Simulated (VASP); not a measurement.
# HfO2 in VASP: further runs

HfO2 is run at these levels: PBE; tasks: single point.

Program: VASP 6.6.1. These are calculated values, not measurements. Logs are shortened: lines on timing, memory, paths and dates and some standing lists are left out, and cuts for length are marked.

**1. The cell of the first run**

It takes space group Fm-3m (No. 225, cubic). The conventional cell has a = 5.524 Å, b = 5.524 Å, c = 5.524 Å, α = 90.00°, β = 90.00°, γ = 90.00°. Hf (site symmetry m-3m) has 8 O at 2.39 Å within 3.2 Å. O (site symmetry -43m) has 4 Hf at 2.39 Å and 6 O at 2.76 Å within 3.2 Å.

**2. Single point, PBE (strain +0.080 along x and y, +0.080 along z)**

Contents of INCAR:

```
PREC     = Accurate       # precision mode
ENCUT    = 520            # plane-wave cutoff, eV
EDIFF    = 1E-6           # SCF threshold, eV
ISMEAR   = 0              # smearing method
SIGMA    = 0.05           # smearing width, eV
LREAL    = F              # projectors in reciprocal space
LASPH    = T              # aspherical terms in the spheres
NELM     = 100            # most SCF steps
ALGO     = Normal         # electronic algorithm
ISIF     = 2              # what is computed and relaxed
LWAVE    = F              # write WAVECAR
LCHARG   = T              # write CHGCAR
GGA      = PE             # functional
LELF     = T              # ELF
LVHAR    = T            
NBANDS   = 18             # bands
```

Contents of KPOINTS:

```
regular mesh
0
Gamma
  8 8 8
```

Contents of POSCAR:

```
HfO2
1.0
    0.0000000000      2.7621000000      2.7621000000
    2.7621000000      0.0000000000      2.7621000000
    2.7621000000      2.7621000000      0.0000000000
Hf O
1 2
Direct
    0.0000000000      0.0000000000      0.0000000000
    0.2500000000      0.2500000000      0.2500000000
    0.7500000000      0.7500000000      0.7500000000
```

Potentials or basis: VASP PAW PBE potentials, release 64 (Hf_pv, O).

On the command line:

```
> cat potpaw_PBE.64/Hf_pv/POTCAR potpaw_PBE.64/O/POTCAR > POTCAR
> mpirun -np 1 vasp_std > vasp.out
```

OUTCAR:

```text
PREC = Accurate
   ENCUT = 520
   EDIFF = 1E-6
   ISMEAR = 0
   LREAL = F
   LASPH = T
   NELM = 100
   ISIF = 2
   GGA = PE

 ion  position               nearest neighbor table
   1  0.000  0.000  0.000-   3 2.39   3 2.39   3 2.39   2 2.39   3 2.39   2 2.39   2 2.39   2 2.39

   2  0.250  0.250  0.250-   1 2.39   1 2.39   1 2.39   1 2.39
   3  0.750  0.750  0.750-   1 2.39   1 2.39   1 2.39   1 2.39

  LATTYP: Found a face centered cubic cell.
 ALAT       =     5.5242000000

  Lattice vectors:

 A1 = (   0.0000000000,   2.7621000000,   2.7621000000)
 A2 = (   2.7621000000,   0.0000000000,   2.7621000000)
 A3 = (   2.7621000000,   2.7621000000,   0.0000000000)

Analysis of symmetry for initial positions (statically):
=====================================================================
 Subroutine PRICEL returns:
 Original cell was already a primitive cell.

 Routine SETGRP: Setting up the symmetry group for a
 face centered cubic supercell.

 Subroutine GETGRP returns: Found 48 space group operations
 (whereof 48 operations were pure point group operations)
 out of a pool of 48 trial point group operations.

The static configuration has the point symmetry O_h .

Analysis of symmetry for dynamics (positions and initial velocities):
=====================================================================
 Subroutine PRICEL returns:
 Original cell was already a primitive cell.

 Routine SETGRP: Setting up the symmetry group for a
 face centered cubic supercell.

 Subroutine GETGRP returns: Found 48 space group operations
 (whereof 48 operations were pure point group operations)
 out of a pool of 48 trial point group operations.

The dynamic configuration has the point symmetry O_h .

 Subroutine INISYM returns: Found 48 space group operations
 (whereof 48 operations are pure point group operations),
 and found     1 'primitive' translations

----------------------------------------------------------------------------------------

                                     Primitive cell

  volume of cell :      42.1452

  direct lattice vectors                    reciprocal lattice vectors
     0.000000000  2.762100000  2.762100000    -0.181021686  0.181021686  0.181021686
     2.762100000  0.000000000  2.762100000     0.181021686 -0.181021686  0.181021686
[... 73 lines left out ...]
   dimension x,y,z NGXF=    60 NGYF=   60 NGZF=   60
   ions per type =               1   2
   NGX,Y,Z   is equivalent  to a cutoff of  12.77, 12.77, 12.77 a.u.
   NGXF,Y,Z  is equivalent  to a cutoff of  25.54, 25.54, 25.54 a.u.
 SYSTEM =  unknown system
   PREC   = accura    normal or accurate (medium, high low for compatibility)
   ISTART =      0    job   : 0-new  1-cont  2-samecut
   ICHARG =      2    charge: 1-file 2-atom 10-const
   ISPIN  =      1    spin polarized calculation?
   LNONCOLLINEAR =      F non collinear calculations
   LSORBIT =      F    spin-orbit coupling
   LASPH  =      T    aspherical Exc in radial PAW
   ENCUT  =  520.0 eV  38.22 Ry    6.18 a.u.   7.26  7.26  7.26*2*pi/ulx,y,z
   NELM   =    100;   NELMIN=  2; NELMDL= -5     # of ELM steps
   EDIFF  = 0.1E-05   stopping-criterion for ELM
   LREAL  =      F    real-space projection
[... 7 lines left out ...]
   TEBEG  =    0.0;   TEEND  =   0.0 temperature during run
   PSTRESS=    0.0 pullay stress
   NELECT =      22.0000    total number of electrons
   NUPDOWN=      -1.0000    fix difference up-down
   EMIN   =  10.00;   EMAX   =-10.00  energy-range for DOS
   EFERMI =   0.00;   METHOD = LEGACY
   ISMEAR =     0;   SIGMA  =   0.05  broadening in eV -4-tet -1-fermi 0-gaus
   EFERMI_NEDOS =   21; number of points for ismear=-14 and -15
   IALGO  =     38    algorithm
   IMIX   =      4    mixing-type and parameters
     AMIX     =   0.40;   BMIX     =  1.00
     AMIX_MAG =   1.60;   BMIX_MAG =  1.00
  volume/ion in A,a.u.               =      14.05        94.80
  Fermi-wavevector in a.u.,A,eV,Ry     =   1.318155  2.490951 23.640550  1.737531
  Thomas-Fermi vector in A             =   2.448145
   LORBIT       =      0    0 simple, 1 ext, 2 COOP (PROOUT), +10 PAW based schemes
   GGA     = PE    functional components
   LHFCALC =     F    Hartree Fock is set to
   AEXX    =    0.0000 exact exchange contribution
   IVDW    =     0    specifies the selected vdW correction
   LEPSILON=     F    determine dielectric tensor
   LRPA    =     F    only Hartree local field effects (RPA)
 non-spin polarized calculation
 Gauss-broadening in eV      SIGMA  =   0.05
  energy-cutoff  :      520.00
  volume of cell :       42.15
 maximum number of plane-waves:      1158
 NGX is ok and might be reduce to    30
   NGX = 15   NGY = 15   NGZ = 15

 number of electron      21.9999996 magnetization

 Free energy of the ion-electron system (eV)
  ---------------------------------------------------
  ext. energy  EPLUGINS =         0.00000000
  ---------------------------------------------------
  free energy    TOTEN  =       -28.87169179 eV

  energy without entropy =      -28.87169179  energy(sigma->0) =      -28.87169179

 E-fermi :   2.6044     XC(G=0): -10.5249

 val. band max:        2.2914368908   @ k =   0.5000   0.5000   0.0000
 cond. band min:       5.3689286175   @ k =   0.5000   0.5000   0.0000
 fundamental gap:      3.0774917268
 Fermi energy:         2.6043732913

 k-point     1 :       0.0000    0.0000    0.0000
  band No.  band energies     occupation
      1     -28.6244      2.00000
      2     -28.6244      2.00000
      3     -28.6244      2.00000
      4     -15.0152      2.00000
      5     -13.1153      2.00000
      6      -1.6720      2.00000
[... 481 lines left out ...]
      5     -13.7996      2.00000
      6      -1.3773      2.00000
[... 10 lines left out ...]
     17      11.7642      0.00000
     18      11.8059      0.00000

 [... further k-points ...]
[... 5 lines left out ...]
  --------------------------------------------------------------------------------------
  -------------------------------------------------------------------------------------
  Total       -9.8046831     -9.8046831     -9.8046831      0.0000000      0.0000000      0.0000000
  in kB     -372.7313776   -372.7313776   -372.7313776      0.0000000      0.0000000      0.0000000
  external PRESSURE =    -372.7313776 kB  Pullay stress =       0.0000000 kB

 VOLUME and BASIS-vectors are now :
 -----------------------------------------------------------------------------
  energy-cutoff  :      520.00
  volume of cell :       42.15
      direct lattice vectors                 reciprocal lattice vectors
     0.000000000  2.762100000  2.762100000    -0.181021686  0.181021686  0.181021686
     2.762100000  0.000000000  2.762100000     0.181021686 -0.181021686  0.181021686
     2.762100000  2.762100000  0.000000000     0.181021686  0.181021686 -0.181021686

 POSITION                                       TOTAL-FORCE (eV/Angst)
 -----------------------------------------------------------------------------------
      0.00000      0.00000      0.00000         0.000000     -0.000000      0.000000
      1.38105      1.38105      1.38105        -0.000000      0.000000     -0.000000
      4.14315      4.14315      4.14315         0.000000     -0.000000      0.000000
 -----------------------------------------------------------------------------------
    total drift:                                0.000000     -0.000000      0.000000

  FREE ENERGIE OF THE ION-ELECTRON SYSTEM (eV)
  ---------------------------------------------------
  free  energy   TOTEN  =       -28.8716917932 eV

  energy  without entropy=      -28.8716917932  energy(sigma->0) =      -28.87169179
```

Wall time 11 s (1 thread of Intel Xeon 6975P-C (Granite Rapids), shared host); peak memory 0.17 GiB.

Results:

```yaml
Free_energy: -28.8717 eV
Pressure: -37.3 GPa
Band_gap_on_the_k_mesh: 3.08 eV, direct
```

Caveat: the cell differs from its parent crystal (strain +0.080 along x and y, +0.080 along z); spin-orbit coupling is left out, which moves the levels of the heavy elements. A k mesh can miss the band edges.

**3. Single point, PBE (strain -0.080 along x and y, -0.040 along z)**

Contents of INCAR:

```
SYSTEM = HfO2
PREC = Accurate ; ENCUT = 520
EDIFF = 1E-7 ; ISMEAR = 0
SIGMA = 0.05 ; LREAL = .False.
LASPH = .True. ; NELM = 60
ALGO = Normal ; ISIF = 2
LWAVE = .False. ; LCHARG = .False.
GGA = PE ; NBANDS = 18
```

Contents of KPOINTS:

```
Automatic mesh
0
Gamma
  8 8 8
  0 0 0
```

Contents of POSCAR:

```
HfO2
1.0
    0.0000000000      2.3529000000      2.4552000000
    2.3529000000      0.0000000000      2.4552000000
    2.3529000000      2.3529000000      0.0000000000
Hf O
1 2
Direct
    0.0000000000      0.0000000000      0.0000000000
    0.2500000000      0.2500000000      0.2500000000
    0.7500000000      0.7500000000      0.7500000000
```

Potentials or basis: VASP PAW PBE potentials, release 64 (Hf_pv, O).

On the command line:

```
> cat potpaw_PBE.64/Hf_pv/POTCAR potpaw_PBE.64/O/POTCAR > POTCAR
> mpirun -np 1 vasp_std > vasp.out
```

Wall time 15 s (1 thread of Intel Xeon 6975P-C (Granite Rapids), shared host); peak memory 0.17 GiB.

The run converged. Its results:

* Free energy: -29.1963 eV
* Pressure: 67.9 GPa
* Band gap on the k mesh: 3.66 eV, indirect (least direct gap 3.98 eV)

Stress tensor (GPa, compression positive):
```
76.28  0.00  0.00
 0.00 76.28  0.00
 0.00  0.00 51.29
```

Levels at points of the mesh, in eV from the valence-band top:
| k point | band 9 | band 10 | band 11 | band 12 | band 13 | band 14 |
| --- | --- | --- | --- | --- | --- | --- |
| (0.00, 0.00, 0.00) | -1.32 | -0.68 | -0.68 | 3.66 | 4.36 | 7.19 |
| (0.50, 0.00, 0.00) | -3.33 | -2.21 | -2.20 | 4.94 | 5.18 | 8.58 |
| (0.50, 0.50, 0.00) | -1.90 | -1.90 | -0.55 | 4.04 | 6.30 | 7.64 |
| (0.50, 0.00, 0.50) | -2.59 | -1.68 | 0.00 | 3.98 | 6.37 | 8.53 |

Caveat: the cell differs from its parent crystal (strain -0.080 along x and y, -0.040 along z); spin-orbit coupling is left out, which moves the levels of the heavy elements. A k mesh can miss the band edges.

**4. Single point, PBE (strain -0.040 along x and y, +0.000 along z)**

Contents of INCAR:

```
ALGO = Normal
EDIFF = 1E-7
ENCUT = 520
GGA = PE
ISIF = 2
ISMEAR = 0
LASPH = True
LCHARG = False
LREAL = False
LWAVE = False
NBANDS = 18
NELM = 60
PREC = Accurate
SIGMA = 0.05
```

Contents of KPOINTS:

```
k-points
0
Gamma
  8 8 8
```

Contents of POSCAR:

```
HfO2
1.0
    0.0000000000      2.4552000000      2.5575000000
    2.4552000000      0.0000000000      2.5575000000
    2.4552000000      2.4552000000      0.0000000000
Hf O
1 2
Direct
    0.0000000000      0.0000000000      0.0000000000
    0.2500000000      0.2500000000      0.2500000000
    0.7500000000      0.7500000000      0.7500000000
```

On the command line:

```
> cat potpaw_PBE.64/Hf_pv/POTCAR potpaw_PBE.64/O/POTCAR > POTCAR
> mpirun -np 1 vasp_std > vasp.out
```

It took 16 s on 1 thread of Intel Xeon 6975P-C (Granite Rapids), shared host; peak memory 0.17 GiB.

The run converged. Its results:

| Item | Value |
| --- | --- |
| Free energy | -30.1059 eV |
| Pressure | 16.2 GPa |
| Band gap on the k mesh | 3.51 eV, indirect (least direct gap 3.70 eV) |

Stress tensor (GPa, compression positive):
```
23.04  0.00  0.00
 0.00 23.04  0.00
 0.00  0.00  2.41
```

Levels at points of the mesh, in eV from the valence-band top:
| k point | band 8 | band 9 | band 10 | band 11 | band 12 | band 13 | band 14 | band 15 |
| --- | --- | --- | --- | --- | --- | --- | --- | --- |
| (0.00, 0.00, 0.00) | -5.82 | -1.17 | -0.61 | -0.61 | 3.51 | 4.07 | 6.19 | 10.87 |
| (0.50, 0.00, 0.00) | -3.28 | -3.02 | -2.07 | -2.04 | 4.54 | 4.74 | 7.30 | 9.05 |
| (0.50, 0.50, 0.00) | -3.74 | -1.64 | -1.64 | -0.46 | 3.76 | 5.63 | 6.50 | 8.28 |
| (0.50, 0.00, 0.50) | -3.63 | -2.23 | -1.46 | 0.00 | 3.70 | 5.69 | 7.20 | 8.41 |

Caveat: the cell differs from its parent crystal (strain -0.040 along x and y, +0.000 along z); spin-orbit coupling is left out, which moves the levels of the heavy elements. A k mesh can miss the band edges.

**5. Overview**

| cell | gap on the mesh (eV) | pressure (GPa) |
| --- | --- | --- |
| a = 3.906 Å, angles 60.0°, 3 atoms | 3.08 | -37.3 |
| a = 3.401, b = 3.401, c = 3.328 Å, angles 60.7, 60.7, 58.6°, 3 atoms | 3.66 | 67.9 |
| a = 3.545, b = 3.545, c = 3.472 Å, angles 60.7, 60.7, 58.6°, 3 atoms | 3.51 | 16.2 |

Alike in all rows: task single point; level PBE; potentials or basis VASP PAW PBE potentials, release 64 (Hf_pv, O); no spin polarisation; k mesh 8 × 8 × 8; cutoff (eV) 520; smearing gaussian 0.05 eV.

Caveats: spin-orbit coupling is left out, which moves the levels of the heavy elements.

Absolute energies hang on the potentials; compare differences alone.
